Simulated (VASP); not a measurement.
# MgO (Cc) in VASP: single point with PBEsol

Aim: the single point of MgO with PBEsol.

Everything below comes from runs of VASP 6.6.1. Logs are shortened: lines on timing, memory, paths and dates and some standing lists are left out, and cuts for length are marked.

## Step 1: The cell of the first run

Symmetry: Cc, No. 9, monoclinic system. The conventional cell has a = 3.379 Å, b = 5.588 Å, c = 4.863 Å, α = 90.00°, β = 90.19°, γ = 90.00°. Mg (site symmetry 1) has 4 O at 1.82 to 2.07 Å within 2.4 Å. O (site symmetry 1) has 4 Mg at 1.82 to 2.07 Å within 2.4 Å.

## Step 2: Single point, PBEsol (strained and its atoms moved)

INCAR reads:

```
SYSTEM = MgO
ALGO = Normal
EDIFF = 1E-6
ENCUT = 520
GGA = PS
ISIF = 2
ISMEAR = 0
LASPH = .True.
LCHARG = .False.
LREAL = .False.
LWAVE = .False.
NBANDS = 16
NELM = 60
PREC = Accurate
SIGMA = 0.02
```

KPOINTS reads:

```
k-points
0
Gamma
  9 9 6
  0 0 0
```

POSCAR reads:

```
MgO
1.0
    3.2645872885      0.0661557397     -0.0027454632
   -1.5750010931      2.8602819052     -0.0027236858
   -0.0041357918     -0.0071255208      4.8627443929
Mg O
2 2
Direct
    0.3012328310      0.6573171349      0.0070368940
    0.6573171349      0.3012328310      0.5070368940
    0.3415058372      0.6999441969      0.3975631060
    0.6999441969      0.3415058372      0.8975631060
```

Potentials or basis: VASP PAW PBE potentials, release 64 (Mg, O).

Command:

```bash
cat potpaw_PBE.64/Mg/POTCAR potpaw_PBE.64/O/POTCAR > POTCAR
mpirun -np 1 vasp_std > vasp.out
```

OUTCAR:

```text
SYSTEM = MgO
   EDIFF = 1E-6
   ENCUT = 520
   GGA = PS
   ISIF = 2
   ISMEAR = 0
   LASPH = .True.
   LREAL = .False.
   NELM = 60
   PREC = Accurate

 ion  position               nearest neighbor table
   1  0.301  0.657  0.007-   4 1.82   3 1.90   4 2.07   4 2.07   2 3.06   2 3.06   2 3.07   2 3.07
                             2 3.14   2 3.14
   2  0.657  0.301  0.507-   3 1.82   4 1.90   3 2.07   3 2.07   1 3.06   1 3.06   1 3.07   1 3.07
                             1 3.14   1 3.14
   3  0.342  0.700  0.398-   2 1.82   1 1.90   2 2.07   2 2.07
   4  0.700  0.342  0.898-   1 1.82   2 1.90   1 2.07   1 2.07

  LATTYP: Found a base centered monoclinic cell.
 ALAT       =     3.3791668667
 B/A-ratio  =     1.6537418203
 C/A-ratio  =     1.7496564204
 COS(beta)  =    -0.5688161491

  Lattice vectors:

 A1 = (  -3.2645872885,  -0.0661557397,   0.0027454632)
 A2 = (   1.5750010931,  -2.8602819052,   0.0027236858)
 A3 = (   1.6854504036,   2.9193121241,   4.8572752439)

Analysis of symmetry for initial positions (statically):
=====================================================================
 Subroutine PRICEL returns:
 Original cell was already a primitive cell.

 Routine SETGRP: Setting up the symmetry group for a
 base centered monoclinic supercell.

 Subroutine GETGRP returns: Found  2 space group operations
 (whereof  1 operations were pure point group operations)
 out of a pool of  4 trial point group operations.

The static configuration has the point symmetry C_1 .
 The point group associated with its full space group is C_1h.

Analysis of symmetry for dynamics (positions and initial velocities):
=====================================================================
 Subroutine PRICEL returns:
 Original cell was already a primitive cell.

 Routine SETGRP: Setting up the symmetry group for a
 base centered monoclinic supercell.

 Subroutine GETGRP returns: Found  2 space group operations
 (whereof  1 operations were pure point group operations)
 out of a pool of  4 trial point group operations.

The dynamic configuration has the point symmetry C_1 .
 The point group associated with its full space group is C_1h.

 Subroutine INISYM returns: Found  2 space group operations
 (whereof  1 operations are pure point group operations),
 and found     1 'primitive' translations

----------------------------------------------------------------------------------------

                                     Primitive cell

  volume of cell :      45.9131

  direct lattice vectors                    reciprocal lattice vectors
     3.264587289  0.066155740 -0.002745463     0.302937476  0.166811608  0.000502084
    -1.575001093  2.860281905 -0.002723686    -0.007006254  0.345758404  0.000500691
    -0.004135792 -0.007125521  4.862744393     0.000167112  0.000287844  0.205645755

  length of vectors
     3.265258686  3.265248603  4.862751372     0.345828684  0.345829744  0.205646024

  position of ions in fractional coordinates (direct lattice)
     0.301232831  0.657317135  0.007036894
     0.657317135  0.301232831  0.507036894
     0.341505837  0.699944197  0.397563106
     0.699944197  0.341505837  0.897563106

  ion indices of the primitive-cell ions
   primitive index   ion index
                 1           1
                 2           2
                 3           3
                 4           4

----------------------------------------------------------------------------------------

 KPOINTS: k-points

Automatic generation of k-mesh.
 Grid dimensions read from file:
 generate k-points for:    9    9    6

 Generating k-lattice:

  Cartesian coordinates                     Fractional coordinates (reciprocal lattice)
     0.033659720  0.018534623  0.000055787     0.111111111 -0.000000000  0.000000000
    -0.000778473  0.038417600  0.000055632    -0.000000000  0.111111111 -0.000000000
     0.000027852  0.000047974  0.034274293     0.000000000  0.000000000  0.166666667

  Length of vectors
     0.038425409  0.038425527  0.034274337

  Shift w.r.t. Gamma in fractional coordinates (k-lattice)
     0.000000000  0.000000000  0.000000000

 Subroutine IBZKPT returns following result:
 ===========================================

 Found    140 irreducible k-points:

 Following reciprocal coordinates:
            Coordinates               Weight
  0.000000  0.000000  0.000000      1.000000
  0.111111  0.000000 -0.000000      4.000000
  0.222222  0.000000 -0.000000      4.000000
  0.333333  0.000000 -0.000000      4.000000
  0.444444  0.000000 -0.000000      4.000000
  0.111111  0.111111 -0.000000      2.000000
[... 16 lines left out ...]
 -0.333333  0.333333  0.000000      2.000000
  0.444444  0.444444  0.000000      2.000000
 [... further k-points ...]
   k-points           NKPTS =    140   k-points in BZ     NKDIM =    140   number of bands    NBANDS=     16
   number of dos      NEDOS =    301   number of ions     NIONS =      4
   total plane-waves  NPLWV =  20736
   dimension x,y,z NGX =    24 NGY =   24 NGZ =   36
   dimension x,y,z NGXF=    48 NGYF=   48 NGZF=   72
   ions per type =               2   2
   NGX,Y,Z   is equivalent  to a cutoff of  12.22, 12.22, 12.31 a.u.
   NGXF,Y,Z  is equivalent  to a cutoff of  24.44, 24.44, 24.62 a.u.
 SYSTEM =  MgO
   PREC   = accura    normal or accurate (medium, high low for compatibility)
   ISTART =      0    job   : 0-new  1-cont  2-samecut
   ICHARG =      2    charge: 1-file 2-atom 10-const
   ISPIN  =      1    spin polarized calculation?
   LNONCOLLINEAR =      F non collinear calculations
   LSORBIT =      F    spin-orbit coupling
   LASPH  =      T    aspherical Exc in radial PAW
   ENCUT  =  520.0 eV  38.22 Ry    6.18 a.u.   6.07  6.07  9.04*2*pi/ulx,y,z
   NELM   =     60;   NELMIN=  2; NELMDL= -5     # of ELM steps
   EDIFF  = 0.1E-05   stopping-criterion for ELM
   LREAL  =      F    real-space projection
   EDIFFG = 0.1E-04   stopping-criterion for IOM
   NSW    =      0    number of steps for IOM
   IBRION =     -1    ionic relax: 0-MD 1-quasi-New 2-CG
   NFREE  =      0    steps in history (QN), initial steepest desc. (CG)
   ISIF   =      2    stress and relaxation
   ISYM   =      2    0-nonsym 1-usesym 2-fastsym
   POTIM  = 0.5000    time-step for ionic-motion
   TEBEG  =    0.0;   TEEND  =   0.0 temperature during run
   PSTRESS=    0.0 pullay stress
   NELECT =      16.0000    total number of electrons
   NUPDOWN=      -1.0000    fix difference up-down
   EMIN   =  10.00;   EMAX   =-10.00  energy-range for DOS
   EFERMI =   0.00;   METHOD = LEGACY
   ISMEAR =     0;   SIGMA  =   0.02  broadening in eV -4-tet -1-fermi 0-gaus
   EFERMI_NEDOS =   21; number of points for ismear=-14 and -15
   IALGO  =     38    algorithm
   IMIX   =      4    mixing-type and parameters
     AMIX     =   0.40;   BMIX     =  1.00
     AMIX_MAG =   1.60;   BMIX_MAG =  1.00
  volume/ion in A,a.u.               =      11.48        77.46
  Fermi-wavevector in a.u.,A,eV,Ry     =   1.152045  2.177048 18.057742  1.327207
  Thomas-Fermi vector in A             =   2.288698
   LORBIT       =      0    0 simple, 1 ext, 2 COOP (PROOUT), +10 PAW based schemes
   GGA     = PS    functional components
   LHFCALC =     F    Hartree Fock is set to
   AEXX    =    0.0000 exact exchange contribution
   IVDW    =     0    specifies the selected vdW correction
   LEPSILON=     F    determine dielectric tensor
   LRPA    =     F    only Hartree local field effects (RPA)
 non-spin polarized calculation
 Gauss-broadening in eV      SIGMA  =   0.02
  energy-cutoff  :      520.00
  volume of cell :       45.91
 maximum number of plane-waves:      1256
   NGX = 13   NGY = 13   NGZ = 19

 number of electron      16.0000009 magnetization

 Free energy of the ion-electron system (eV)
  ---------------------------------------------------
  ext. energy  EPLUGINS =         0.00000000
  ---------------------------------------------------
  free energy    TOTEN  =       -24.13905053 eV

  energy without entropy =      -24.13905053  energy(sigma->0) =      -24.13905053

 E-fermi :   1.3031     XC(G=0): -10.0967

 val. band max:        1.1529512571   @ k =   0.0000   0.0000   0.0000
 cond. band min:       4.6320578993   @ k =   0.0000   0.0000   0.0000
 fundamental gap:      3.4791066422
 Fermi energy:         1.3030653451

 k-point     1 :       0.0000    0.0000    0.0000
  band No.  band energies     occupation
      1     -15.1093      2.00000
      2     -14.1917      2.00000
      3      -2.1868      2.00000
      4       0.1699      2.00000
      5       0.4912      2.00000
      6       0.7145      2.00000
[... 8 lines left out ...]
     15      17.7037      0.00000
     16      17.7473      0.00000

 k-point     2 :       0.1111    0.0000   -0.0000
  band No.  band energies     occupation
      1     -15.0451      2.00000
      2     -14.1751      2.00000
      3      -2.0689      2.00000
      4      -0.0550      2.00000
      5       0.2464      2.00000
      6       0.4808      2.00000
[... 8 lines left out ...]
     15      17.2310      0.00000
     16      17.8189      0.00000

 k-point     3 :       0.2222    0.0000   -0.0000
  band No.  band energies     occupation
      1     -14.8713      2.00000
      2     -14.1402      2.00000
      3      -1.7369      2.00000
      4      -0.7692      2.00000
      5      -0.2907      2.00000
      6       0.2244      2.00000
[... 8 lines left out ...]
     15      16.3620      0.00000
     16      17.0619      0.00000

 k-point     4 :       0.3333    0.0000   -0.0000
  band No.  band energies     occupation
      1     -14.6418      2.00000
      2     -14.1248      2.00000
      3      -1.5322      2.00000
      4      -1.2305      2.00000
      5      -0.7785      2.00000
      6       0.0506      2.00000
[... 8 lines left out ...]
     15      16.1047      0.00000
     16      17.2695      0.00000
[... 324 lines left out ...]
 k-point    22 :      -0.4444    0.3333   -0.0000
  band No.  band energies     occupation
      1     -14.5059      2.00000
      2     -14.0767      2.00000
      3      -1.8054      2.00000
      4      -0.9592      2.00000
      5      -0.7129      2.00000
      6      -0.3761      2.00000
[... 8 lines left out ...]
     15      15.8207      0.00000
     16      17.0323      0.00000

 k-point    23 :      -0.3333    0.3333    0.0000
  band No.  band energies     occupation
      1     -14.6359      2.00000
      2     -14.0763      2.00000
      3      -1.5771      2.00000
      4      -1.2223      2.00000
      5      -0.4895      2.00000
      6      -0.3052      2.00000
[... 8 lines left out ...]
     15      16.0336      0.00000
     16      16.6786      0.00000

 k-point    24 :       0.4444    0.4444    0.0000
  band No.  band energies     occupation
      1     -14.4055      2.00000
      2     -14.0852      2.00000
      3      -2.0210      2.00000
      4      -0.7745      2.00000
      5      -0.6864      2.00000
      6      -0.5222      2.00000
[... 8 lines left out ...]
     15      15.7251      0.00000
     16      17.0279      0.00000

 [... further k-points ...]
[... 5 lines left out ...]
  --------------------------------------------------------------------------------------
  -------------------------------------------------------------------------------------
  Total        0.5804963      2.0261610      3.4763231      1.2519766      1.6275278      0.9396426
  in kB       20.2569177     70.7046329    121.3092872     43.6887997     56.7939822     32.7896378
  external PRESSURE =      70.7569459 kB  Pullay stress =       0.0000000 kB

 VOLUME and BASIS-vectors are now :
 -----------------------------------------------------------------------------
  energy-cutoff  :      520.00
  volume of cell :       45.91
      direct lattice vectors                 reciprocal lattice vectors
     3.264587289  0.066155740 -0.002745463     0.302937476  0.166811608  0.000502084
    -1.575001093  2.860281905 -0.002723686    -0.007006254  0.345758404  0.000500691
    -0.004135792 -0.007125521  4.862744393     0.000167112  0.000287844  0.205645755

 POSITION                                       TOTAL-FORCE (eV/Angst)
 -----------------------------------------------------------------------------------
     -0.05190      1.89999      0.03160         1.853574      1.086603     -0.433943
      1.66933      0.90148      2.46297         0.014245      2.148535     -0.433935
      0.01082      2.02180      1.93040        -0.020781     -2.144762      0.433935
      1.74344      1.01671      4.36177        -1.847038     -1.090376      0.433943
 -----------------------------------------------------------------------------------
    total drift:                               -0.000904     -0.000813      0.000861

  FREE ENERGIE OF THE ION-ELECTRON SYSTEM (eV)
  ---------------------------------------------------
  free  energy   TOTEN  =       -24.1390505282 eV

  energy  without entropy=      -24.1390505282  energy(sigma->0) =      -24.13905053
```

Wall time 54 s (1 thread of Intel Xeon Platinum 8259CL at 2.50GHz (Skylake/Cascade Lake), shared host); peak memory 0.22 GiB.

What came out:

* Free energy: -24.1391 eV
* Pressure: 7.1 GPa
* Largest force: 2.192 eV/Å
* Band gap on the k mesh: 3.48 eV

Forces on the atoms (eV/Å):
```
Mg   1.854  1.087 -0.434
Mg   0.014  2.149 -0.434
O   -0.021 -2.145  0.434
O   -1.847 -1.090  0.434
```

Levels at points of the mesh, in eV from the valence-band top:
```
           k point  band 6  band 7  band 8  band 9  band 10  band 11
(0.00, 0.00, 0.00)   -0.44   -0.27    0.00    3.48     8.44    10.52
(0.00, 0.00, 0.50)   -0.77   -0.40   -0.40    6.00     6.00    13.35
```

Caveat: the cell differs from its parent crystal (strained and its atoms moved); the cell stands under pressure; the PAW data sets were made with another functional, which shifts forces and pressure a little; an odd mesh through Γ misses points on the zone boundary, where band edges can lie.
